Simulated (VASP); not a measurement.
# Bi2S3 (Pnma) in VASP: single point with PBE

Aim: the single point of Bi2S3 with PBE.

Everything below comes from runs of VASP 6.6.1. Logs are shortened: lines on timing, memory, paths and dates and some standing lists are left out, and cuts for length are marked.

## (1) The cell of the first run

The structure is orthorhombic, space group Pnma (No. 62). Conventional cell: a = 11.836 Å, b = 4.019 Å, c = 11.186 Å, α = 90.00°, β = 90.00°, γ = 90.00°. Bi (site symmetry m) has 7 S at 2.69 to 3.68 Å within 3.7 Å. Within 3.5 Å of Bi (site symmetry m) lie 7 S at 2.62 to 3.46 Å. Within 3.8 Å of S (site symmetry m) lie 4 Bi at 2.71 to 3.68 Å and 5 S at 3.38 to 3.71 Å. S (site symmetry m) has 5 Bi at 2.62 to 3.09 Å within 3.5 Å. S (site symmetry m) has 5 Bi at 2.69 to 3.46 Å and 5 S at 3.38 to 3.73 Å within 3.8 Å.

## (2) Single point, PBE

INCAR reads:

```
SYSTEM = Bi2S3
ALGO = Normal ; EDIFF = 1E-7
ENCUT = 520 ; GGA = PE
ISIF = 2 ; ISMEAR = -1
LASPH = .True. ; LCHARG = .True.
LELF = .True. ; LREAL = Auto
LVHAR = .True. ; LWAVE = .False.
NBANDS = 112 ; NELM = 80
PREC = Accurate ; SIGMA = 0.02
```

KPOINTS reads:

```
k-points
0
Gamma
  2 6 2
  0 0 0
```

POSCAR reads:

```
Bi2S3
1.0
   11.8361322208      0.0000000000      0.0000000000
    0.0000000000      4.0193063166      0.0000000000
    0.0000000000      0.0000000000     11.1855955297
Bi S
8 12
Direct
    0.4791480316      0.2500000000      0.3268813543
    0.0208519684      0.7500000000      0.8268813543
    0.9791480316      0.2500000000      0.1731186457
    0.5208519684      0.7500000000      0.6731186457
    0.3455703172      0.7500000000      0.0323428993
    0.1544296828      0.2500000000      0.5323428993
    0.8455703172      0.7500000000      0.4676571007
    0.6544296828      0.2500000000      0.9676571007
    0.2898840720      0.2500000000      0.1903374240
    0.2101159280      0.7500000000      0.6903374240
    0.7898840720      0.2500000000      0.3096625760
    0.7101159280      0.7500000000      0.8096625760
    0.5467603956      0.7500000000      0.1299601910
    0.9532396044      0.2500000000      0.6299601910
    0.0467603956      0.7500000000      0.3700398090
    0.4532396044      0.2500000000      0.8700398090
    0.3775958284      0.7500000000      0.4460526213
    0.1224041716      0.2500000000      0.9460526213
    0.8775958284      0.7500000000      0.0539473787
    0.6224041716      0.2500000000      0.5539473787
```

Potentials or basis: VASP PAW PBE potentials, release 64 (Bi_d, S).

The run is started by

```
$ cat potpaw_PBE.64/Bi_d/POTCAR potpaw_PBE.64/S/POTCAR > POTCAR
$ mpirun -np 1 vasp_std > vasp.out
```

OUTCAR:

```text
SYSTEM = Bi2S3
   EDIFF = 1E-7
   ENCUT = 520
   GGA = PE
   ISIF = 2
   ISMEAR = -1
   LASPH = .True.
   LREAL = Auto
   NELM = 80
   PREC = Accurate

 ion  position               nearest neighbor table
   1  0.479  0.250  0.327-  17 2.69  17 2.69   9 2.71  20 3.05  13 3.09  13 3.09
   2  0.021  0.750  0.827-  18 2.69  18 2.69  10 2.71  19 3.05  14 3.09  14 3.09
   3  0.979  0.250  0.173-  19 2.69  19 2.69  11 2.71  18 3.05  15 3.09  15 3.09
   4  0.521  0.750  0.673-  20 2.69  20 2.69  12 2.71  17 3.05  16 3.09  16 3.09
   5  0.346  0.750  0.032-  13 2.62   9 2.76   9 2.76  16 2.99  16 2.99
   6  0.154  0.250  0.532-  14 2.62  10 2.76  10 2.76  15 2.99  15 2.99
   7  0.846  0.750  0.468-  15 2.62  11 2.76  11 2.76  14 2.99  14 2.99
   8  0.654  0.250  0.968-  16 2.62  12 2.76  12 2.76  13 2.99  13 2.99
   9  0.290  0.250  0.190-   1 2.71   5 2.76   5 2.76
  10  0.210  0.750  0.690-   2 2.71   6 2.76   6 2.76
  11  0.790  0.250  0.310-   3 2.71   7 2.76   7 2.76
  12  0.710  0.750  0.810-   4 2.71   8 2.76   8 2.76
  13  0.547  0.750  0.130-   5 2.62   8 2.99   8 2.99   1 3.09   1 3.09
  14  0.953  0.250  0.630-   6 2.62   7 2.99   7 2.99   2 3.09   2 3.09
  15  0.047  0.750  0.370-   7 2.62   6 2.99   6 2.99   3 3.09   3 3.09
  16  0.453  0.250  0.870-   8 2.62   5 2.99   5 2.99   4 3.09   4 3.09
  17  0.378  0.750  0.446-   1 2.69   1 2.69   4 3.05
  18  0.122  0.250  0.946-   2 2.69   2 2.69   3 3.05
  19  0.878  0.750  0.054-   3 2.69   3 2.69   2 3.05
  20  0.622  0.250  0.554-   4 2.69   4 2.69   1 3.05

  LATTYP: Found a simple orthorhombic cell.
 ALAT       =     4.0193063166
 B/A-ratio  =     2.7829666735
 C/A-ratio  =     2.9448196501

  Lattice vectors:

 A1 = (   0.0000000000,   4.0193063166,   0.0000000000)
 A2 = (   0.0000000000,   0.0000000000,  11.1855955297)
 A3 = (  11.8361322208,   0.0000000000,   0.0000000000)

Analysis of symmetry for initial positions (statically):
=====================================================================
 Subroutine PRICEL returns:
 Original cell was already a primitive cell.

 Routine SETGRP: Setting up the symmetry group for a
 simple orthorhombic supercell.

 Subroutine GETGRP returns: Found  8 space group operations
 (whereof  2 operations were pure point group operations)
 out of a pool of  8 trial point group operations.

The static configuration has the point symmetry S_2 .
 The point group associated with its full space group is D_2h.

Analysis of symmetry for dynamics (positions and initial velocities):
=====================================================================
 Subroutine PRICEL returns:
 Original cell was already a primitive cell.

 Routine SETGRP: Setting up the symmetry group for a
 simple orthorhombic supercell.

 Subroutine GETGRP returns: Found  8 space group operations
 (whereof  2 operations were pure point group operations)
[... 141 lines left out ...]
   NELECT =     192.0000    total number of electrons
   NUPDOWN=      -1.0000    fix difference up-down
   EMIN   =  10.00;   EMAX   =-10.00  energy-range for DOS
   EFERMI =   0.00;   METHOD = LEGACY
   ISMEAR =    -1;   SIGMA  =   0.02  broadening in eV -4-tet -1-fermi 0-gaus
   EFERMI_NEDOS =   21; number of points for ismear=-14 and -15
   IALGO  =     38    algorithm
   IMIX   =      4    mixing-type and parameters
     AMIX     =   0.40;   BMIX     =  1.00
     AMIX_MAG =   1.60;   BMIX_MAG =  1.00
  volume/ion in A,a.u.               =      26.61       179.55
  Fermi-wavevector in a.u.,A,eV,Ry     =   1.165472  2.202423 18.481138  1.358325
  Thomas-Fermi vector in A             =   2.301997
   LORBIT       =      0    0 simple, 1 ext, 2 COOP (PROOUT), +10 PAW based schemes
   GGA     = PE    functional components
   LHFCALC =     F    Hartree Fock is set to
   AEXX    =    0.0000 exact exchange contribution
   IVDW    =     0    specifies the selected vdW correction
   LEPSILON=     F    determine dielectric tensor
   LRPA    =     F    only Hartree local field effects (RPA)
 non-spin polarized calculation
  energy-cutoff  :      520.00
  volume of cell :      532.13
 maximum number of plane-waves:     14387
 NGX is ok and might be reduce to    90
   NGX = 45   NGY = 15   NGZ = 41

 number of electron     192.0000040 magnetization

 Free energy of the ion-electron system (eV)
  ---------------------------------------------------
  ext. energy  EPLUGINS =         0.00000000
  ---------------------------------------------------
  free energy    TOTEN  =       -87.64002992 eV

  energy without entropy =      -87.64002992  energy(sigma->0) =      -87.64002992

 E-fermi :   5.0858     XC(G=0):  -9.3946

 val. band max:        4.5907974404   @ k =   0.5000   0.0000   0.0000
 cond. band min:       6.0895820749   @ k =   0.0000   0.0000   0.5000
 fundamental gap:      1.4987846345
 Fermi energy:         5.0858328429

 k-point     1 :       0.0000    0.0000    0.0000
  band No.  band energies     occupation
      1     -17.9484      2.00000
      2     -17.9483      2.00000
      3     -17.9457      2.00000
      4     -17.9456      2.00000
      5     -17.9272      2.00000
      6     -17.9268      2.00000
[... 1765 lines left out ...]
    107       8.2082      0.00000
    108       8.2082      0.00000
 [bands above 108 left out]

------------------------ aborting loop because EDIFF is reached ----------------------------------------

  FORCE on cell =-STRESS in cart. coord.  units (eV):
  Direction    XX          YY          ZZ          XY          YZ          ZX
  --------------------------------------------------------------------------------------
  -------------------------------------------------------------------------------------
  Total       -0.2726276     -0.3576621     -0.2558634      0.0000000      0.0000000      0.0000000
  in kB       -0.8208434     -1.0768704     -0.7703690      0.0000000      0.0000000      0.0000000
  external PRESSURE =      -0.8893609 kB  Pullay stress =       0.0000000 kB

 VOLUME and BASIS-vectors are now :
 -----------------------------------------------------------------------------
  energy-cutoff  :      520.00
  volume of cell :      532.13
      direct lattice vectors                 reciprocal lattice vectors
    11.836132221  0.000000000  0.000000000     0.084487059  0.000000000  0.000000000
     0.000000000  4.019306317  0.000000000     0.000000000  0.248799151  0.000000000
     0.000000000  0.000000000 11.185595530     0.000000000  0.000000000  0.089400694

 POSITION                                       TOTAL-FORCE (eV/Angst)
 -----------------------------------------------------------------------------------
      5.67126      1.00483      3.65636        -0.021041      0.000000     -0.001510
      0.24681      3.01448      9.24916         0.021041      0.000000     -0.001510
     11.58933      1.00483      1.93644        -0.021041     -0.000000      0.001510
      6.16487      3.01448      7.52923         0.021041     -0.000000      0.001510
      4.09022      3.01448      0.36177         0.002735      0.000000      0.006531
      1.82785      1.00483      5.95457        -0.002735     -0.000000      0.006531
[... 12 lines left out ...]
     10.38734      3.01448      0.60343         0.000938      0.000000      0.004277
      7.36686      1.00483      6.19623        -0.000938     -0.000000      0.004277
 -----------------------------------------------------------------------------------
    total drift:                                0.000000     -0.000000     -0.000000

  FREE ENERGIE OF THE ION-ELECTRON SYSTEM (eV)
  ---------------------------------------------------
  free  energy   TOTEN  =       -87.6400299176 eV

  energy  without entropy=      -87.6400299176  energy(sigma->0) =      -87.64002992
```

stdout:

```text
POSCAR found type information on POSCAR BiS
 POSCAR found :  2 types and      20 ions
 scaLAPACK will be used
 LDA part: xc-table for (Slater+PW92), standard interpolation
 POSCAR, INCAR and KPOINTS ok, starting setup
 FFT: planning ... GRIDC
 FFT: planning ... GRID_SOFT
 FFT: planning ... GRID
 WAVECAR not read
 entering main loop
```

Run time: 72 min. Hardware: 1 thread of Oxide Virtual Turin-like, shared host; peak memory 0.83 GiB.

What came out:

* Free energy: -87.6400 eV
* Pressure: -0.1 GPa
* Largest force: 0.021 eV/Å
* Band gap on the k mesh: 1.50 eV (least direct gap 1.61 eV)

Forces in eV/Å, atoms in the order of the input:
```
Bi  -0.021  0.000 -0.002
Bi   0.021  0.000 -0.002
Bi  -0.021  0.000  0.002
Bi   0.021  0.000  0.002
Bi   0.003  0.000  0.007
Bi  -0.003  0.000  0.007
Bi   0.003  0.000 -0.007
Bi  -0.003  0.000 -0.007
S    0.003  0.000  0.001
S   -0.003  0.000  0.001
S    0.003  0.000 -0.001
S   -0.003  0.000 -0.001
S    0.000  0.000 -0.003
S    0.000  0.000 -0.003
S    0.000  0.000  0.003
S    0.000  0.000  0.003
S    0.001  0.000 -0.004
S   -0.001  0.000 -0.004
S    0.001  0.000  0.004
S   -0.001  0.000  0.004
```

Caveat: spin-orbit coupling is left out, which moves the levels of the heavy elements. A k mesh can miss the band edges.
